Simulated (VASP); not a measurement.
# TiSi16 (a cell with a defect) in VASP: single point with PBE

Aim: the single point of TiSi16 (a cell with a defect) with PBE.

Everything below comes from runs of VASP 6.6.1. Logs are shortened: lines on timing, memory, paths and dates and some standing lists are left out, and cuts for length are marked.

### 1 The cell of the first run

The cell holds a defect, 17 atoms: a = 7.679 Å, b = 7.679 Å, c = 7.679 Å, α = 60.00°, β = 60.00°, γ = 60.00°.

### 2 Single point, PBE

INCAR

```
SYSTEM = TiSi16
  PREC = Accurate
  ENCUT = 520
  EDIFF = 1E-6
  ISMEAR = 0
  SIGMA = 0.05
  LREAL = Auto
  LASPH = .True.
  NELM = 80
  ALGO = Normal
  ISIF = 2
  LWAVE = .False.
  LCHARG = .False.
  GGA = PE
  NBANDS = 52
```

KPOINTS

```
Automatic mesh
0
Gamma
  2 2 2
  0 0 0
```

POSCAR

```
TiSi16
1.0
    0.0000000000      5.4300000000      5.4300000000
    5.4300000000      0.0000000000      5.4300000000
    5.4300000000      5.4300000000      0.0000000000
Si Ti
16 1
Direct
   -0.0125962247     -0.0007717311     -0.0007288214
    0.0708347145      0.1428568140      0.1433234807
   -0.0133631676     -0.0006427256      0.5146132597
    0.1369025783      0.1112545120      0.6258508287
   -0.0121019337      0.5138595764     -0.0008761510
    0.1378808471      0.6257953959      0.1106324125
    0.0539253223      0.4822634438      0.4818492634
    0.1375012891      0.6259618785      0.6257174954
    0.4469626151      0.0171605893      0.0185307551
    0.6161192449      0.1132387661      0.1135063536
    0.5080569982     -0.0322069061      0.5121932781
    0.6153247698      0.1132910681      0.6581877532
    0.5092786372      0.5115885820     -0.0322727440
    0.6167239411      0.6571033149      0.1132535912
    0.5087264273      0.5119686004      0.5120470534
    0.6778116943      0.6077494475      0.6073652855
    0.5623379374      0.3124648250      0.3129885820
```

Potentials or basis: VASP PAW PBE potentials, release 64 (Si, Ti_sv).

Command:

```sh
$ cat potpaw_PBE.64/Si/POTCAR potpaw_PBE.64/Ti_sv/POTCAR > POTCAR
$ mpirun -np 1 vasp_std > vasp.out
```

OUTCAR:

```text
SYSTEM = TiSi16
   PREC = Accurate
   ENCUT = 520
   EDIFF = 1E-6
   ISMEAR = 0
   LREAL = Auto
   LASPH = .True.
   NELM = 80
   ISIF = 2
   GGA = PE

 ion  position               nearest neighbor table
   1  0.987  0.999  0.999-  10 2.33   2 2.34   4 2.35   6 2.35
   2  0.071  0.143  0.143-   5 2.34   1 2.34   3 2.34   9 2.36
   3  0.987  0.999  0.515-  12 2.33   2 2.34   4 2.35   8 2.35
   4  0.137  0.111  0.626-  11 2.33   7 2.34   1 2.35   3 2.35
   5  0.988  0.514  0.999-  14 2.33   2 2.34   8 2.35   6 2.35
   6  0.138  0.626  0.111-  13 2.33   7 2.34   5 2.35   1 2.35
   7  0.054  0.482  0.482-   4 2.34   8 2.34   6 2.34  16 2.36
   8  0.138  0.626  0.626-  15 2.33   7 2.34   5 2.35   3 2.35
   9  0.447  0.017  0.019-  14 2.28  10 2.28  12 2.28   2 2.36
  10  0.616  0.113  0.114-   9 2.28   1 2.33  17 2.44  13 2.50  11 2.51
  11  0.508  0.968  0.512-  16 2.28   4 2.33  17 2.44  10 2.51  12 2.51
  12  0.615  0.113  0.658-   9 2.28   3 2.33  17 2.44  15 2.51  11 2.51
  13  0.509  0.512  0.968-  16 2.28   6 2.33  17 2.44  10 2.50  14 2.50
  14  0.617  0.657  0.113-   9 2.28   5 2.33  17 2.44  13 2.50  15 2.51
  15  0.509  0.512  0.512-  16 2.28   8 2.33  17 2.44  12 2.51  14 2.51
  16  0.678  0.608  0.607-  11 2.28  15 2.28  13 2.28   7 2.36
  17  0.562  0.312  0.313-  12 2.44  15 2.44  11 2.44  14 2.44  13 2.44  10 2.44

  LATTYP: Found a face centered cubic cell.
 ALAT       =    10.8600000000

  Lattice vectors:

 A1 = (   0.0000000000,   5.4300000000,   5.4300000000)
 A2 = (   5.4300000000,   0.0000000000,   5.4300000000)
 A3 = (   5.4300000000,   5.4300000000,   0.0000000000)

Analysis of symmetry for initial positions (statically):
=====================================================================
 Subroutine PRICEL returns:
 Original cell was already a primitive cell.

 Routine SETGRP: Setting up the symmetry group for a
 face centered cubic supercell.

 Subroutine GETGRP returns: Found  1 space group operations
 (whereof  1 operations were pure point group operations)
 out of a pool of 48 trial point group operations.

The static configuration has the point symmetry C_1 .

Analysis of symmetry for dynamics (positions and initial velocities):
=====================================================================
 Subroutine PRICEL returns:
 Original cell was already a primitive cell.

 Routine SETGRP: Setting up the symmetry group for a
 face centered cubic supercell.

 Subroutine GETGRP returns: Found  1 space group operations
 (whereof  1 operations were pure point group operations)
 out of a pool of 48 trial point group operations.

[... 120 lines left out ...]
   ISYM   =      2    0-nonsym 1-usesym 2-fastsym
   POTIM  = 0.5000    time-step for ionic-motion
   TEBEG  =    0.0;   TEEND  =   0.0 temperature during run
   PSTRESS=    0.0 pullay stress
   NELECT =      76.0000    total number of electrons
   NUPDOWN=      -1.0000    fix difference up-down
   EMIN   =  10.00;   EMAX   =-10.00  energy-range for DOS
   EFERMI =   0.00;   METHOD = LEGACY
   ISMEAR =     0;   SIGMA  =   0.05  broadening in eV -4-tet -1-fermi 0-gaus
   EFERMI_NEDOS =   21; number of points for ismear=-14 and -15
   IALGO  =     38    algorithm
   IMIX   =      4    mixing-type and parameters
     AMIX     =   0.40;   BMIX     =  1.00
     AMIX_MAG =   1.60;   BMIX_MAG =  1.00
  volume/ion in A,a.u.               =      18.84       127.11
  Fermi-wavevector in a.u.,A,eV,Ry     =   1.013607  1.915439 13.978610  1.027399
  Thomas-Fermi vector in A             =   2.146786
   LORBIT       =      0    0 simple, 1 ext, 2 COOP (PROOUT), +10 PAW based schemes
   GGA     = PE    functional components
   LHFCALC =     F    Hartree Fock is set to
   AEXX    =    0.0000 exact exchange contribution
   IVDW    =     0    specifies the selected vdW correction
   LEPSILON=     F    determine dielectric tensor
   LRPA    =     F    only Hartree local field effects (RPA)
 non-spin polarized calculation
 Gauss-broadening in eV      SIGMA  =   0.05
  energy-cutoff  :      520.00
  volume of cell :      320.21
 maximum number of plane-waves:      8646
 NGX is ok and might be reduce to    60
   NGX = 29   NGY = 29   NGZ = 29

 number of electron      76.0000001 magnetization

 Free energy of the ion-electron system (eV)
  ---------------------------------------------------
  ext. energy  EPLUGINS =         0.00000000
  ---------------------------------------------------
  free energy    TOTEN  =       -90.50529692 eV

  energy without entropy =      -90.48347329  energy(sigma->0) =      -90.49438510

 E-fermi :   6.8970     XC(G=0):  -9.7562

 val. band max:        6.8610664336   @ k =   0.0000   0.0000   0.0000
 cond. band min:       6.9058121117   @ k =   0.5000   0.0000   0.5000
 fundamental gap:      0.0447456781
 Fermi energy:         6.8970414726

 k-point     1 :       0.0000    0.0000    0.0000
  band No.  band energies     occupation
      1     -49.9412      2.00000
      2     -26.4171      2.00000
      3     -26.2545      2.00000
      4     -26.2519      2.00000
      5      -5.6548      2.00000
      6      -3.4429      2.00000
[... 413 lines left out ...]
     49       9.9686      0.00000
     50      10.4845      0.00000
 [bands above 50 left out]

------------------------ aborting loop because EDIFF is reached ----------------------------------------

  FORCE on cell =-STRESS in cart. coord.  units (eV):
  Direction    XX          YY          ZZ          XY          YZ          ZX
  --------------------------------------------------------------------------------------
  -------------------------------------------------------------------------------------
  Total       11.3756063     11.3958029     11.3481067      1.9964770     -2.0248428      2.0439871
  in kB       56.9187890     57.0198444     56.7811924      9.9895381    -10.1314688     10.2272590
  external PRESSURE =      56.9066086 kB  Pullay stress =       0.0000000 kB

 VOLUME and BASIS-vectors are now :
 -----------------------------------------------------------------------------
  energy-cutoff  :      520.00
  volume of cell :      320.21
      direct lattice vectors                 reciprocal lattice vectors
     0.000000000  5.430000000  5.430000000    -0.092081031  0.092081031  0.092081031
     5.430000000  0.000000000  5.430000000     0.092081031 -0.092081031  0.092081031
     5.430000000  5.430000000  0.000000000     0.092081031  0.092081031 -0.092081031

 POSITION                                       TOTAL-FORCE (eV/Angst)
 -----------------------------------------------------------------------------------
     10.85185     10.78764     10.78741         0.001914      0.001164     -0.002053
      1.55396      1.16288      1.16034         0.000228      0.000335      0.000192
      8.22086      8.15179     10.78395        -0.000644     -0.000951      0.001158
      4.00248      4.14175      1.34749         0.000924      0.001558      0.000560
      8.21550     10.78953      8.15454         0.001835      0.001602     -0.001040
      3.99880      1.34943      4.14676        -0.000505      0.001621      0.001808
[... 9 lines left out ...]
      6.59807      6.97851      6.98060         0.004876     -0.002063     -0.004697
      3.39621      4.75302      4.75018        -0.003448     -0.004976     -0.000245
 -----------------------------------------------------------------------------------
    total drift:                                0.000195     -0.005952     -0.004243

  FREE ENERGIE OF THE ION-ELECTRON SYSTEM (eV)
  ---------------------------------------------------
  free  energy   TOTEN  =       -90.5052969190 eV

  energy  without entropy=      -90.4834732851  energy(sigma->0) =      -90.49438510
```

stdout:

```text
POSCAR found type information on POSCAR SiTi
 POSCAR found :  2 types and      17 ions
 scaLAPACK will be used
 LDA part: xc-table for (Slater+PW92), standard interpolation
 POSCAR, INCAR and KPOINTS ok, starting setup
 FFT: planning ... GRIDC
 FFT: planning ... GRID_SOFT
 FFT: planning ... GRID
 WAVECAR not read
 entering main loop
```

Wall time 3.8 min (1 thread of Intel Xeon Platinum 8259CL at 2.50GHz (Skylake/Cascade Lake), shared host); peak memory 0.5 GiB.

What came out:

```yaml
Free_energy: -90.5053 eV
Pressure: 5.7 GPa
Largest_force: 0.007 eV/Å
Band_gap_on_the_k_mesh: zero (bands 38 and 39 overlap by 0.19 eV)
```

Forces in eV/Å, atoms in the order of the input:
```
Si   0.002  0.001 -0.002
Si   0.000  0.000  0.000
Si  -0.001 -0.001  0.001
Si   0.001  0.002  0.001
Si   0.002  0.002 -0.001
Si  -0.001  0.002  0.002
Si   0.000  0.000 -0.001
Si  -0.001 -0.001 -0.001
Si  -0.003  0.003  0.005
Si  -0.003  0.001 -0.004
Si   0.000  0.004  0.003
Si  -0.001 -0.004  0.001
Si   0.000 -0.002  0.001
Si   0.006  0.000  0.001
Si  -0.004  0.000  0.000
Si   0.005 -0.002 -0.005
Ti  -0.003 -0.005  0.000
```

Caveat: the k points lie up to 0.50 Å⁻¹ apart.

The gap in the log of VASP goes by the Fermi energy; the results here count the filled bands.